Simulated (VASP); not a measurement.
# Zr (Im-3m) in VASP: a series of runs

Runs on Zr. Level: PBE. Tasks: single point.

All numbers are computed with VASP 6.6.1; they aren't measurements. Logs are shortened: lines on timing, memory, paths and dates and some standing lists are left out, and cuts for length are marked.

**1. The cell of the first run**

Symmetry: Im-3m, No. 229, cubic system. Conventional cell: a = 3.620 Å, b = 3.620 Å, c = 3.620 Å, α = 90.00°, β = 90.00°, γ = 90.00°. Within 4.1 Å of Zr (site symmetry m-3m) lie 14 Zr at 3.14 to 3.62 Å.

This isn't the form of Zr at room conditions, which is hcp.

**2. Single point, PBE**

INCAR reads:

```
SYSTEM = Zr
ALGO = Normal ; EDIFF = 1E-6
ENCUT = 520 ; GGA = PE
ISIF = 2 ; ISMEAR = -1
LASPH = .TRUE. ; LCHARG = .FALSE.
LREAL = .FALSE. ; LWAVE = .FALSE.
NBANDS = 12 ; NELM = 80
PREC = Accurate ; SIGMA = 0.03
```

KPOINTS reads:

```
k-points
0
G
  16 16 16
  0 0 0
```

POSCAR reads:

```
Zr
1.0
   -1.8100000000      1.8100000000      1.8100000000
    1.8100000000     -1.8100000000      1.8100000000
    1.8100000000      1.8100000000     -1.8100000000
Zr
1
Direct
    0.0000000000      0.0000000000      0.0000000000
```

Potentials or basis: VASP PAW PBE potentials, release 64 (Zr_sv).

Command:

```bash
$ cat potpaw_PBE.64/Zr_sv/POTCAR > POTCAR
$ mpirun -np 1 vasp_std > vasp.out
```

OUTCAR:

```text
SYSTEM = Zr
   EDIFF = 1E-6
   ENCUT = 520
   GGA = PE
   ISIF = 2
   ISMEAR = -1
   LASPH = .TRUE.
   LREAL = .FALSE.
   NELM = 80
   PREC = Accurate

 ion  position               nearest neighbor table
   1  0.000  0.000  0.000-

  LATTYP: Found a body centered cubic cell.
 ALAT       =     3.6200000000

  Lattice vectors:

 A1 = (  -1.8100000000,   1.8100000000,   1.8100000000)
 A2 = (   1.8100000000,  -1.8100000000,   1.8100000000)
 A3 = (   1.8100000000,   1.8100000000,  -1.8100000000)

Analysis of symmetry for initial positions (statically):
=====================================================================
 Subroutine PRICEL returns:
 Original cell was already a primitive cell.

 Routine SETGRP: Setting up the symmetry group for a
 body centered cubic supercell.

 Subroutine GETGRP returns: Found 48 space group operations
 (whereof 48 operations were pure point group operations)
 out of a pool of 48 trial point group operations.

The static configuration has the point symmetry O_h .

Analysis of symmetry for dynamics (positions and initial velocities):
=====================================================================
 Subroutine PRICEL returns:
 Original cell was already a primitive cell.

 Routine SETGRP: Setting up the symmetry group for a
 body centered cubic supercell.

 Subroutine GETGRP returns: Found 48 space group operations
 (whereof 48 operations were pure point group operations)
 out of a pool of 48 trial point group operations.

The dynamic configuration has the point symmetry O_h .

 Subroutine INISYM returns: Found 48 space group operations
 (whereof 48 operations are pure point group operations),
 and found     1 'primitive' translations

----------------------------------------------------------------------------------------

                                     Primitive cell

  volume of cell :      23.7190

  direct lattice vectors                    reciprocal lattice vectors
    -1.810000000  1.810000000  1.810000000     0.000000000  0.276243094  0.276243094
     1.810000000 -1.810000000  1.810000000     0.276243094  0.000000000  0.276243094
     1.810000000  1.810000000 -1.810000000     0.276243094  0.276243094  0.000000000

  length of vectors
     3.135011962  3.135011962  3.135011962     0.390666730  0.390666730  0.390666730

  position of ions in fractional coordinates (direct lattice)
     0.000000000  0.000000000  0.000000000

  ion indices of the primitive-cell ions
   primitive index   ion index
                 1           1

----------------------------------------------------------------------------------------

 KPOINTS: k-points

Automatic generation of k-mesh.
 Grid dimensions read from file:
 generate k-points for:   16   16   16

 Generating k-lattice:

  Cartesian coordinates                     Fractional coordinates (reciprocal lattice)
     0.000000000  0.017265193  0.017265193     0.062500000  0.000000000  0.000000000
     0.017265193  0.000000000  0.017265193     0.000000000  0.062500000  0.000000000
     0.017265193  0.017265193  0.000000000     0.000000000  0.000000000  0.062500000

  Length of vectors
     0.024416671  0.024416671  0.024416671

  Shift w.r.t. Gamma in fractional coordinates (k-lattice)
     0.000000000  0.000000000  0.000000000

 Subroutine IBZKPT returns following result:
 ===========================================

 Found    145 irreducible k-points:

 Following reciprocal coordinates:
            Coordinates               Weight
  0.000000  0.000000  0.000000      1.000000
  0.062500  0.000000  0.000000     12.000000
  0.125000  0.000000  0.000000     12.000000
  0.187500  0.000000  0.000000     12.000000
  0.250000  0.000000  0.000000     12.000000
  0.312500  0.000000  0.000000     12.000000
[... 16 lines left out ...]
  0.187500  0.187500  0.000000     24.000000
  0.250000  0.187500 -0.000000     48.000000
 [... further k-points ...]
   k-points           NKPTS =    145   k-points in BZ     NKDIM =    145   number of bands    NBANDS=     12
   number of dos      NEDOS =    301   number of ions     NIONS =      1
   total plane-waves  NPLWV =  13824
   dimension x,y,z NGX =    24 NGY =   24 NGZ =   24
   dimension x,y,z NGXF=    48 NGYF=   48 NGZF=   48
   ions per type =               1
   NGX,Y,Z   is equivalent  to a cutoff of  12.73, 12.73, 12.73 a.u.
   NGXF,Y,Z  is equivalent  to a cutoff of  25.45, 25.45, 25.45 a.u.
 SYSTEM =  Zr
   PREC   = accura    normal or accurate (medium, high low for compatibility)
   ISTART =      0    job   : 0-new  1-cont  2-samecut
   ICHARG =      2    charge: 1-file 2-atom 10-const
   ISPIN  =      1    spin polarized calculation?
   LNONCOLLINEAR =      F non collinear calculations
   LSORBIT =      F    spin-orbit coupling
   LASPH  =      T    aspherical Exc in radial PAW
   ENCUT  =  520.0 eV  38.22 Ry    6.18 a.u.   5.83  5.83  5.83*2*pi/ulx,y,z
   NELM   =     80;   NELMIN=  2; NELMDL= -5     # of ELM steps
   EDIFF  = 0.1E-05   stopping-criterion for ELM
   LREAL  =      F    real-space projection
   EDIFFG = 0.1E-04   stopping-criterion for IOM
   NSW    =      0    number of steps for IOM
   IBRION =     -1    ionic relax: 0-MD 1-quasi-New 2-CG
   NFREE  =      0    steps in history (QN), initial steepest desc. (CG)
   ISIF   =      2    stress and relaxation
   ISYM   =      2    0-nonsym 1-usesym 2-fastsym
   POTIM  = 0.5000    time-step for ionic-motion
   TEBEG  =    0.0;   TEEND  =   0.0 temperature during run
   PSTRESS=    0.0 pullay stress
   NELECT =      12.0000    total number of electrons
   NUPDOWN=      -1.0000    fix difference up-down
   EMIN   =  10.00;   EMAX   =-10.00  energy-range for DOS
   EFERMI =   0.00;   METHOD = LEGACY
   ISMEAR =    -1;   SIGMA  =   0.03  broadening in eV -4-tet -1-fermi 0-gaus
   EFERMI_NEDOS =   21; number of points for ismear=-14 and -15
   IALGO  =     38    algorithm
   IMIX   =      4    mixing-type and parameters
     AMIX     =   0.40;   BMIX     =  1.00
     AMIX_MAG =   1.60;   BMIX_MAG =  1.00
  volume/ion in A,a.u.               =      23.72       160.06
  Fermi-wavevector in a.u.,A,eV,Ry     =   1.304478  2.465105 23.152520  1.701662
  Thomas-Fermi vector in A             =   2.435411
   LORBIT       =      0    0 simple, 1 ext, 2 COOP (PROOUT), +10 PAW based schemes
   GGA     = PE    functional components
   LHFCALC =     F    Hartree Fock is set to
   AEXX    =    0.0000 exact exchange contribution
   IVDW    =     0    specifies the selected vdW correction
   LEPSILON=     F    determine dielectric tensor
   LRPA    =     F    only Hartree local field effects (RPA)
 non-spin polarized calculation
  energy-cutoff  :      520.00
  volume of cell :       23.72
 maximum number of plane-waves:       682
   NGX = 11   NGY = 11   NGZ = 11

 number of electron      12.0000000 magnetization

 Free energy of the ion-electron system (eV)
  ---------------------------------------------------
  ext. energy  EPLUGINS =         0.00000000
  ---------------------------------------------------
  free energy    TOTEN  =        -8.42978912 eV

  energy without entropy =       -8.42349360  energy(sigma->0) =       -8.42664136

 E-fermi :   8.5111     XC(G=0): -10.9928

 val. band max:        8.5074410288   @ k =  -0.4375  -0.4375   0.1250
 cond. band min:       8.5147957504   @ k =   0.1875   0.0625   0.0625
 fundamental gap:      0.0073547216
 Fermi energy:         8.5110986146

 k-point     1 :       0.0000    0.0000    0.0000
  band No.  band energies     occupation
      1     -40.0271      2.00000
      2     -17.5656      2.00000
      3     -17.5656      2.00000
      4     -17.5656      2.00000
      5       3.1710      2.00000
      6       9.6202      0.00000
      7       9.6202      0.00000
      8       9.6202      0.00000
      9      12.0400      0.00000
     10      12.0400      0.00000
     11      20.8340      0.00000
     12      20.8340      0.00000

 k-point     2 :       0.0625    0.0000    0.0000
  band No.  band energies     occupation
      1     -40.0219      2.00000
      2     -17.6026      2.00000
      3     -17.5770      2.00000
      4     -17.5659      2.00000
      5       3.3015      2.00000
      6       9.5333      0.00000
      7       9.5922      0.00000
      8       9.7457      0.00000
      9      11.9048      0.00000
     10      12.0391      0.00000
     11      20.9472      0.00000
     12      21.0694      0.00000

 k-point     3 :       0.1250    0.0000    0.0000
  band No.  band energies     occupation
      1     -40.0069      2.00000
      2     -17.7067      2.00000
      3     -17.6091      2.00000
      4     -17.5666      2.00000
      5       3.6762      2.00000
      6       9.2988      0.00000
      7       9.4709      0.00000
      8      10.1170      0.00000
      9      11.6474      0.00000
     10      12.0458      0.00000
     11      21.2031      0.00000
     12      21.7464      0.00000
[... 286 lines left out ...]
 k-point    23 :       0.1875    0.1875    0.0000
  band No.  band energies     occupation
      1     -39.9247      2.00000
      2     -18.1867      2.00000
      3     -17.7828      2.00000
      4     -17.6315      2.00000
      5       5.8186      2.00000
      6       8.2412      1.99975
      7       8.5445      0.49428
      8      11.3621      0.00000
      9      12.5936      0.00000
     10      12.9630      0.00000
     11      20.3430      0.00000
     12      21.7081      0.00000

 k-point    24 :       0.2500    0.1875   -0.0000
  band No.  band energies     occupation
      1     -39.9036      2.00000
      2     -18.2775      2.00000
      3     -17.8585      2.00000
      4     -17.6434      2.00000
      5       6.3125      2.00000
      6       8.0281      2.00000
      7       8.5292      0.70657
      8      11.5473      0.00000
      9      12.6717      0.00000
     10      14.0101      0.00000
     11      19.3835      0.00000
     12      20.9729      0.00000

 [... further k-points ...]

------------------------ aborting loop because EDIFF is reached ----------------------------------------

  FORCE on cell =-STRESS in cart. coord.  units (eV):
  Direction    XX          YY          ZZ          XY          YZ          ZX
  --------------------------------------------------------------------------------------
  -------------------------------------------------------------------------------------
  Total       -0.4628509     -0.4628509     -0.4628509      0.0000000     -0.0000000     -0.0000000
  in kB      -31.2648250    -31.2648250    -31.2648250      0.0000000     -0.0000000     -0.0000000
  external PRESSURE =     -31.2648250 kB  Pullay stress =       0.0000000 kB

 VOLUME and BASIS-vectors are now :
 -----------------------------------------------------------------------------
  energy-cutoff  :      520.00
  volume of cell :       23.72
      direct lattice vectors                 reciprocal lattice vectors
    -1.810000000  1.810000000  1.810000000     0.000000000  0.276243094  0.276243094
     1.810000000 -1.810000000  1.810000000     0.276243094  0.000000000  0.276243094
     1.810000000  1.810000000 -1.810000000     0.276243094  0.276243094  0.000000000

 POSITION                                       TOTAL-FORCE (eV/Angst)
 -----------------------------------------------------------------------------------
      0.00000      0.00000      0.00000         0.000000      0.000000      0.000000
 -----------------------------------------------------------------------------------
    total drift:                                0.000000      0.000000      0.000000

  FREE ENERGIE OF THE ION-ELECTRON SYSTEM (eV)
  ---------------------------------------------------
  free  energy   TOTEN  =        -8.4297891242 eV

  energy  without entropy=       -8.4234936014  energy(sigma->0) =       -8.42664136
```

Wall time 33 s (1 thread of Intel Xeon 8259CL, shared host); peak memory 0.17 GiB.

Results:

```yaml
Free_energy: -8.4298 eV
Pressure: -3.1 GPa
Band_gap_on_the_k_mesh: zero (bands 6 and 7 overlap by 1.82 eV)
```

Caveat: the cell stands under tension.

**3. Single point, PBE, non-collinear spin, zero start, spin-orbit coupling**

INCAR reads:

```
SYSTEM = Zr
PREC = Accurate
ENCUT = 520
EDIFF = 1E-6
ISMEAR = -1
SIGMA = 0.03
LREAL = .False.
LASPH = .True.
NELM = 150
ALGO = Normal
ISIF = 2
LWAVE = .False.
LCHARG = .False.
MAGMOM = 0 0 0
LORBIT = 11
LSORBIT = .True.
GGA_COMPAT = .False.
LORBMOM = .True.
LMAXMIX = 4
GGA = PE
NBANDS = 23
```

KPOINTS reads:

```
Automatic mesh
0
Gamma
  16 16 16
  0 0 0
```

POSCAR is that of step 2.

Potentials or basis: VASP PAW PBE potentials, release 64 (Zr_sv).

Command:

```bash
$ cat potpaw_PBE.64/Zr_sv/POTCAR > POTCAR
$ mpirun -np 1 vasp_ncl > vasp.out
```

Wall time 3.4 min (1 thread of Intel Xeon 8259CL, shared host); peak memory 0.27 GiB.

Results (log left out):

* Free energy: -8.5018 eV
* Pressure: -3.2 GPa
* Net moment: 0.00 μB per cell
* Valence electrons inside the program's atomic spheres: Zr 9.83

Moments on the atoms (μB; x, y, z):
```
Zr  0.00 0.00 0.00
```

Caveat: the cell stands under tension.

(Part 1 of 2 ends here.)
